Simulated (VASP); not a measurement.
# CuO2 (Cmcm) in VASP: a series of runs

Runs on CuO2. Level: PBEsol. Tasks: single point.

Program: VASP 6.6.1. These are calculated values, not measurements. Logs are shortened: lines on timing, memory, paths and dates and some standing lists are left out, and cuts for length are marked.

## 1. The cell of the first run

Symmetry: Cmcm, No. 63, orthorhombic system. Conventional cell: a = 2.825 Å, b = 10.421 Å, c = 4.343 Å, α = 90.00°, β = 90.00°, γ = 90.00°. Within 2.5 Å of Cu (site symmetry m2m) lie 6 O at 1.86 to 2.22 Å. O (site symmetry m2m) has 2 Cu at 1.86 Å and 3 O at 2.42 to 2.47 Å within 2.5 Å. O (site symmetry m2m) has 4 Cu at 1.90 to 2.22 Å and 1 O at 2.47 Å within 2.5 Å.

## 2. Single point, PBEsol, collinear spin

INCAR

```
PREC     = Accurate       # precision mode
ENCUT    = 520            # plane-wave cutoff, eV
EDIFF    = 1E-6           # SCF threshold, eV
ISMEAR   = 0              # smearing method
SIGMA    = 0.05           # smearing width, eV
LREAL    = F              # projectors in reciprocal space
LASPH    = T              # aspherical terms in the spheres
NELM     = 150            # most SCF steps
ALGO     = Normal         # electronic algorithm
ISIF     = 2              # what is computed and relaxed
LWAVE    = F              # write WAVECAR
LCHARG   = F              # write CHGCAR
ISPIN    = 2              # spin polarisation
MAGMOM   = 0 0 0.38 0.38 0 0 # initial moments
LORBIT   = 11             # projections on sites
LMAXMIX  = 4              # l up to which the mixer works
GGA      = PS             # functional
NBANDS   = 36             # bands
```

KPOINTS

```
regular mesh
0
Gamma
  7 7 4
```

POSCAR

```
CuO2
1.0
    1.4126150000     -5.2107470000      0.0000000000
    1.4126150000      5.2107470000      0.0000000000
    0.0000000000      0.0000000000      4.3434240000
Cu O
2 4
Direct
    0.8327470000      0.1672530000      0.2500000000
    0.1672530000      0.8327470000      0.7500000000
    0.4485140000      0.5514860000      0.2500000000
    0.5514860000      0.4485140000      0.7500000000
    0.2110300000      0.7889700000      0.2500000000
    0.7889700000      0.2110300000      0.7500000000
```

Potentials or basis: VASP PAW PBE potentials, release 64 (Cu, O).

Launch:

```bash
cat potpaw_PBE.64/Cu/POTCAR potpaw_PBE.64/O/POTCAR > POTCAR
mpirun -np 1 vasp_std > vasp.out
```

OUTCAR:

```text
PREC = Accurate
   ENCUT = 520
   EDIFF = 1E-6
   ISMEAR = 0
   LREAL = F
   LASPH = T
   NELM = 150
   ISIF = 2
   ISPIN = 2
   LORBIT = 11
   GGA = PS

 ion  position               nearest neighbor table
   1  0.833  0.167  0.250-   3 1.86   3 1.86   5 1.90   5 1.90   6 2.22   6 2.22
   2  0.167  0.833  0.750-   4 1.86   4 1.86   6 1.90   6 1.90   5 2.22   5 2.22
   3  0.449  0.551  0.250-   1 1.86   1 1.86
   4  0.551  0.449  0.750-   2 1.86   2 1.86
   5  0.211  0.789  0.250-   1 1.90   1 1.90   2 2.22   2 2.22
   6  0.789  0.211  0.750-   2 1.90   2 1.90   1 2.22   1 2.22

  LATTYP: Found a base centered orthorhombic cell.
 ALAT       =     2.8252300000
 B/A-ratio  =     3.6887241039
 C/A-ratio  =     1.5373700548

  Lattice vectors:

 A1 = (   1.4126150000,  -5.2107470000,   0.0000000000)
 A2 = (   1.4126150000,   5.2107470000,   0.0000000000)
 A3 = (   0.0000000000,   0.0000000000,   4.3434240000)

Analysis of symmetry for initial positions (statically):
=====================================================================
 Subroutine PRICEL returns:
 Original cell was already a primitive cell.

 Routine SETGRP: Setting up the symmetry group for a
 base centered orthorhombic supercell.

 Subroutine GETGRP returns: Found  8 space group operations
 (whereof  4 operations were pure point group operations)
 out of a pool of  8 trial point group operations.

The static configuration has the point symmetry C_2h.
 The point group associated with its full space group is D_2h.

Analysis of symmetry for dynamics (positions and initial velocities):
=====================================================================
 Subroutine PRICEL returns:
 Original cell was already a primitive cell.

 Routine SETGRP: Setting up the symmetry group for a
 base centered orthorhombic supercell.

 Subroutine GETGRP returns: Found  8 space group operations
 (whereof  4 operations were pure point group operations)
 out of a pool of  8 trial point group operations.

The dynamic configuration has the point symmetry C_2h.
 The point group associated with its full space group is D_2h.

Analysis of structural, dynamic, and magnetic symmetry:
=====================================================================
 Subroutine PRICEL returns:
 Original cell was already a primitive cell.

 Routine SETGRP: Setting up the symmetry group for a
 base centered orthorhombic supercell.

 Subroutine GETGRP returns: Found  8 space group operations
 (whereof  4 operations were pure point group operations)
 out of a pool of  8 trial point group operations.

The overall configuration has the point symmetry C_2h.
 The point group associated with its full space group is D_2h.

 Subroutine INISYM returns: Found  8 space group operations
 (whereof  4 operations are pure point group operations),
 and found     1 'primitive' translations

----------------------------------------------------------------------------------------

                                     Primitive cell

  volume of cell :      63.9420

  direct lattice vectors                    reciprocal lattice vectors
     1.412615000 -5.210747000  0.000000000     0.353953483 -0.095955532  0.000000000
     1.412615000  5.210747000  0.000000000     0.353953483  0.095955532  0.000000000
     0.000000000  0.000000000  4.343424000     0.000000000  0.000000000  0.230233106

  length of vectors
     5.398830006  5.398830006  4.343424000     0.366729509  0.366729509  0.230233106

  position of ions in fractional coordinates (direct lattice)
     0.832747000  0.167253000  0.250000000
     0.167253000  0.832747000  0.750000000
     0.448514000  0.551486000  0.250000000
     0.551486000  0.448514000  0.750000000
     0.211030000  0.788970000  0.250000000
     0.788970000  0.211030000  0.750000000

  ion indices of the primitive-cell ions
   primitive index   ion index
                 1           1
                 2           2
                 3           3
                 4           4
                 5           5
[... 33 lines left out ...]
  0.428571  0.000000  0.000000      4.000000
  0.142857  0.142857  0.000000      2.000000
  0.285714  0.142857  0.000000      4.000000
[... 16 lines left out ...]
  0.428571  0.142857  0.250000      8.000000
 -0.428571  0.142857  0.250000      8.000000
 [... further k-points ...]
   k-points           NKPTS =     48   k-points in BZ     NKDIM =     48   number of bands    NBANDS=     36
   number of dos      NEDOS =    301   number of ions     NIONS =      6
   total plane-waves  NPLWV =  51200
   dimension x,y,z NGX =    40 NGY =   40 NGZ =   32
   dimension x,y,z NGXF=    80 NGYF=   80 NGZF=   64
   ions per type =               2   4
   NGX,Y,Z   is equivalent  to a cutoff of  12.32, 12.32, 12.25 a.u.
   NGXF,Y,Z  is equivalent  to a cutoff of  24.63, 24.63, 24.50 a.u.
 SYSTEM =  unknown system
   PREC   = accura    normal or accurate (medium, high low for compatibility)
   ISTART =      0    job   : 0-new  1-cont  2-samecut
   ICHARG =      2    charge: 1-file 2-atom 10-const
   ISPIN  =      2    spin polarized calculation?
   LNONCOLLINEAR =      F non collinear calculations
   LSORBIT =      F    spin-orbit coupling
   LASPH  =      T    aspherical Exc in radial PAW
   ENCUT  =  520.0 eV  38.22 Ry    6.18 a.u.  10.04 10.04  8.08*2*pi/ulx,y,z
   NELM   =    150;   NELMIN=  2; NELMDL= -5     # of ELM steps
   EDIFF  = 0.1E-05   stopping-criterion for ELM
   LREAL  =      F    real-space projection
   EDIFFG = 0.1E-04   stopping-criterion for IOM
   NSW    =      0    number of steps for IOM
   IBRION =     -1    ionic relax: 0-MD 1-quasi-New 2-CG
   NFREE  =      0    steps in history (QN), initial steepest desc. (CG)
   ISIF   =      2    stress and relaxation
   ISYM   =      2    0-nonsym 1-usesym 2-fastsym
   POTIM  = 0.5000    time-step for ionic-motion
   TEBEG  =    0.0;   TEEND  =   0.0 temperature during run
   PSTRESS=    0.0 pullay stress
   NELECT =      46.0000    total number of electrons
   NUPDOWN=      -1.0000    fix difference up-down
   EMIN   =  10.00;   EMAX   =-10.00  energy-range for DOS
   EFERMI =   0.00;   METHOD = LEGACY
   ISMEAR =     0;   SIGMA  =   0.05  broadening in eV -4-tet -1-fermi 0-gaus
   EFERMI_NEDOS =   21; number of points for ismear=-14 and -15
   IALGO  =     38    algorithm
   IMIX   =      4    mixing-type and parameters
     AMIX     =   0.40;   BMIX     =  1.00
     AMIX_MAG =   1.60;   BMIX_MAG =  1.00
  volume/ion in A,a.u.               =      10.66        71.92
  Fermi-wavevector in a.u.,A,eV,Ry     =   1.466894  2.772028 29.276722  2.151778
  Thomas-Fermi vector in A             =   2.582577
   LORBIT       =     11    0 simple, 1 ext, 2 COOP (PROOUT), +10 PAW based schemes
   GGA     = PS    functional components
   LHFCALC =     F    Hartree Fock is set to
   AEXX    =    0.0000 exact exchange contribution
   IVDW    =     0    specifies the selected vdW correction
   LEPSILON=     F    determine dielectric tensor
   LRPA    =     F    only Hartree local field effects (RPA)
 spin polarized calculation
 Gauss-broadening in eV      SIGMA  =   0.05
  energy-cutoff  :      520.00
  volume of cell :       63.94
 maximum number of plane-waves:      1742
   NGX = 21   NGY = 21   NGZ = 17

 number of electron      45.9999979 magnetization       0.0026827

 number of electron      45.9999979 magnetization      -0.0006483

 Free energy of the ion-electron system (eV)
  ---------------------------------------------------
  ext. energy  EPLUGINS =         0.00000000
  ---------------------------------------------------
  free energy    TOTEN  =       -29.68812865 eV

  energy without entropy =      -29.67799392  energy(sigma->0) =      -29.68306128

 E-fermi :   2.4592     XC(G=0): -11.2269

 val. band max:        2.4453656094   @ k =   0.1429  -0.0000   0.2500
 cond. band min:       2.4624405177   @ k =   0.4286   0.4286   0.5000
 fundamental gap:      0.0170749083
 Fermi energy:         2.4591596243

 spin component 1

 k-point     1 :       0.0000    0.0000    0.0000
  band No.  band energies     occupation
      1     -16.6971      1.00000
      2     -15.1647      1.00000
      3     -15.0065      1.00000
      4     -14.3606      1.00000
      5      -3.7142      1.00000
      6      -3.5236      1.00000
[... 901 lines left out ...]
     34      17.3850      0.00000
     35      18.0907      0.00000

 [... further k-points ...]

 spin component 2

 k-point     1 :       0.0000    0.0000    0.0000
  band No.  band energies     occupation
      1     -16.6973      1.00000
      2     -15.1649      1.00000
      3     -15.0065      1.00000
      4     -14.3606      1.00000
      5      -3.7143      1.00000
      6      -3.5238      1.00000
[... 901 lines left out ...]
     34      17.3850      0.00000
     35      18.0907      0.00000

 [... further k-points ...]

 [bands above 35 left out]

------------------------ aborting loop because EDIFF is reached ----------------------------------------

  FORCE on cell =-STRESS in cart. coord.  units (eV):
  Direction    XX          YY          ZZ          XY          YZ          ZX
  --------------------------------------------------------------------------------------
  -------------------------------------------------------------------------------------
  Total       -3.4199698     -2.9668156     -2.9973671      0.0000000     -0.0000000      0.0000000
  in kB      -85.6932922    -74.3387270    -75.1042478      0.0000000     -0.0000000      0.0000000
  external PRESSURE =     -78.3787556 kB  Pullay stress =       0.0000000 kB

 VOLUME and BASIS-vectors are now :
 -----------------------------------------------------------------------------
  energy-cutoff  :      520.00
  volume of cell :       63.94
      direct lattice vectors                 reciprocal lattice vectors
     1.412615000 -5.210747000  0.000000000     0.353953483 -0.095955532  0.000000000
     1.412615000  5.210747000  0.000000000     0.353953483  0.095955532  0.000000000
     0.000000000  0.000000000  4.343424000     0.000000000  0.000000000  0.230233106

 POSITION                                       TOTAL-FORCE (eV/Angst)
 -----------------------------------------------------------------------------------
      1.41261     -3.46772      1.08586         0.000000      0.016898      0.000000
      1.41261      3.46772      3.25757         0.000000     -0.016898     -0.000000
      1.41261      0.53656      1.08586         0.000000      0.285313      0.000000
      1.41261     -0.53656      3.25757         0.000000     -0.285313     -0.000000
      1.41261      3.01150      1.08586         0.000000     -0.382957     -0.000000
      1.41261     -3.01150      3.25757         0.000000      0.382957     -0.000000
 -----------------------------------------------------------------------------------
    total drift:                               -0.000000      0.000000     -0.000000

  FREE ENERGIE OF THE ION-ELECTRON SYSTEM (eV)
  ---------------------------------------------------
  free  energy   TOTEN  =       -29.6881286496 eV

  energy  without entropy=      -29.6779939184  energy(sigma->0) =      -29.68306128

 total charge

# of ion       s       p       d       tot
------------------------------------------
    1        0.436   0.563   8.953   9.952
    2        0.436   0.563   8.953   9.952
    3        1.604   3.184   0.000   4.789
    4        1.604   3.184   0.000   4.789
    5        1.591   3.268   0.000   4.859
    6        1.591   3.268   0.000   4.859
--------------------------------------------------
tot          7.263  14.029  17.906  39.198

 magnetization (x)

# of ion       s       p       d       tot
------------------------------------------
    1       -0.000   0.000  -0.000  -0.000
    2       -0.000   0.000  -0.000  -0.000
    3        0.000   0.000   0.000   0.000
    4        0.000   0.000   0.000   0.000
    5       -0.000  -0.000   0.000  -0.000
    6       -0.000  -0.000   0.000  -0.000
--------------------------------------------------
tot         -0.000  -0.000  -0.000  -0.001
```

Run time: 13 min. Hardware: 1 thread of Intel Xeon 8259CL, shared host; peak memory 0.35 GiB.

What came out:

```yaml
Free_energy: -29.6881 eV
Pressure: -7.8 GPa
Largest_force: 0.383 eV/Å
Band_gap_on_the_k_mesh: zero (filled and empty bands overlap)
Net_moment: 0.00 μB per cell
Valence_electrons_inside_the_program's_atomic_spheres: Cu 9.95; O 4.79, 4.86 (each value once)
```

Forces in eV/Å, atoms in the order of the input:
```
Cu   0.000  0.017  0.000
Cu   0.000 -0.017  0.000
O    0.000  0.285  0.000
O    0.000 -0.285  0.000
O    0.000 -0.383  0.000
O    0.000  0.383  0.000
```

Caveat: the k points lie up to 0.36 Å⁻¹ apart; the PAW data sets were made with another functional, which shifts forces and pressure a little; semilocal functionals often make such compounds metallic where correlation or magnetic order opens a gap, which also shifts bond lengths.

## 3. Single point, PBEsol, collinear spin

INCAR

```
  PREC = Accurate
  ENCUT = 520
  EDIFF = 1E-6
  ISMEAR = 0
  SIGMA = 0.1
  LREAL = False
  LASPH = True
  NELM = 150
  ALGO = Normal
  ISIF = 2
  LWAVE = False
  LCHARG = True
  ISPIN = 2
  MAGMOM = 0 0 0.38 0.38 0 0
  LORBIT = 11
  LMAXMIX = 4
  GGA = PS
  LELF = True
  LVHAR = True
  NBANDS = 36
```

KPOINTS is that of step 2.

POSCAR is that of step 2.

Potentials or basis: VASP PAW PBE potentials, release 64 (Cu, O).

Launch:

```bash
cat potpaw_PBE.64/Cu/POTCAR potpaw_PBE.64/O/POTCAR > POTCAR
mpirun -np 1 vasp_std > vasp.out
```

OUTCAR:

```text
PREC = Accurate
   ENCUT = 520
   EDIFF = 1E-6
   ISMEAR = 0
   LREAL = False
   LASPH = True
   NELM = 150
   ISIF = 2
   ISPIN = 2
   LORBIT = 11
   GGA = PS

 ion  position               nearest neighbor table
   1  0.833  0.167  0.250-   3 1.86   3 1.86   5 1.90   5 1.90   6 2.22   6 2.22
   2  0.167  0.833  0.750-   4 1.86   4 1.86   6 1.90   6 1.90   5 2.22   5 2.22
   3  0.449  0.551  0.250-   1 1.86   1 1.86
   4  0.551  0.449  0.750-   2 1.86   2 1.86
   5  0.211  0.789  0.250-   1 1.90   1 1.90   2 2.22   2 2.22
   6  0.789  0.211  0.750-   2 1.90   2 1.90   1 2.22   1 2.22

  LATTYP: Found a base centered orthorhombic cell.
 ALAT       =     2.8252300000
 B/A-ratio  =     3.6887241039
 C/A-ratio  =     1.5373700548

  Lattice vectors:

 A1 = (   1.4126150000,  -5.2107470000,   0.0000000000)
 A2 = (   1.4126150000,   5.2107470000,   0.0000000000)
 A3 = (   0.0000000000,   0.0000000000,   4.3434240000)

Analysis of symmetry for initial positions (statically):
=====================================================================
[... 2046 lines left out ...]
  Total       -3.4851569     -3.0129969     -2.9689648      0.0000000      0.0000000      0.0000000
  in kB      -87.3266682    -75.4958778    -74.3925783      0.0000000      0.0000000      0.0000000
  external PRESSURE =     -79.0717081 kB  Pullay stress =       0.0000000 kB

 VOLUME and BASIS-vectors are now :
 -----------------------------------------------------------------------------
  energy-cutoff  :      520.00
  volume of cell :       63.94
      direct lattice vectors                 reciprocal lattice vectors
     1.412615000 -5.210747000  0.000000000     0.353953483 -0.095955532  0.000000000
     1.412615000  5.210747000  0.000000000     0.353953483  0.095955532  0.000000000
     0.000000000  0.000000000  4.343424000     0.000000000  0.000000000  0.230233106

 POSITION                                       TOTAL-FORCE (eV/Angst)
 -----------------------------------------------------------------------------------
      1.41261     -3.46772      1.08586         0.000000      0.009076      0.000000
      1.41261      3.46772      3.25757         0.000000     -0.009076      0.000000
      1.41261      0.53656      1.08586         0.000000      0.278802     -0.000000
      1.41261     -0.53656      3.25757         0.000000     -0.278802      0.000000
      1.41261      3.01150      1.08586         0.000000     -0.403456     -0.000000
      1.41261     -3.01150      3.25757         0.000000      0.403456      0.000000
 -----------------------------------------------------------------------------------
    total drift:                               -0.000000      0.000000     -0.000000

  FREE ENERGIE OF THE ION-ELECTRON SYSTEM (eV)
  ---------------------------------------------------
  free  energy   TOTEN  =       -29.7012485604 eV

  energy  without entropy=      -29.6692838402  energy(sigma->0) =      -29.68526620

 total charge

# of ion       s       p       d       tot
------------------------------------------
    1        0.436   0.563   8.953   9.952
    2        0.436   0.563   8.953   9.952
    3        1.604   3.184   0.000   4.789
    4        1.604   3.184   0.000   4.789
    5        1.591   3.267   0.000   4.859
    6        1.591   3.267   0.000   4.859
--------------------------------------------------
tot          7.263  14.029  17.906  39.199

 magnetization (x)

# of ion       s       p       d       tot
------------------------------------------
    1        0.000  -0.000   0.000   0.000
    2        0.000  -0.000   0.000   0.000
    3       -0.000  -0.001   0.000  -0.001
    4       -0.000  -0.001   0.000  -0.001
    5        0.000   0.001   0.000   0.001
    6        0.000   0.001   0.000   0.001
--------------------------------------------------
tot          0.000   0.001   0.001   0.002
```

Wall time 12 min (1 thread of Intel Xeon 8259CL, shared host); peak memory 0.35 GiB.

What came out:

| Item | Value |
| --- | --- |
| Free energy | -29.7012 eV |
| Pressure | -7.9 GPa |
| Largest force | 0.403 eV/Å |
| Band gap on the k mesh | zero (filled and empty bands overlap) |
| Net moment | 0.00 μB per cell |
| Valence electrons inside the program's atomic spheres | Cu 9.95; O 4.79, 4.86 (each value once) |

Forces on the atoms (eV/Å):
```
Cu   0.000  0.009  0.000
Cu   0.000 -0.009  0.000
O    0.000  0.279  0.000
O    0.000 -0.279  0.000
O    0.000 -0.403  0.000
O    0.000  0.403  0.000
```

Caveat: the k points lie up to 0.36 Å⁻¹ apart; the PAW data sets were made with another functional, which shifts forces and pressure a little; semilocal functionals often make such compounds metallic where correlation or magnetic order opens a gap, which also shifts bond lengths. With open d or f shells a metallic result of PBEsol can be an artefact of self-interaction; +U or a hybrid may open a gap.
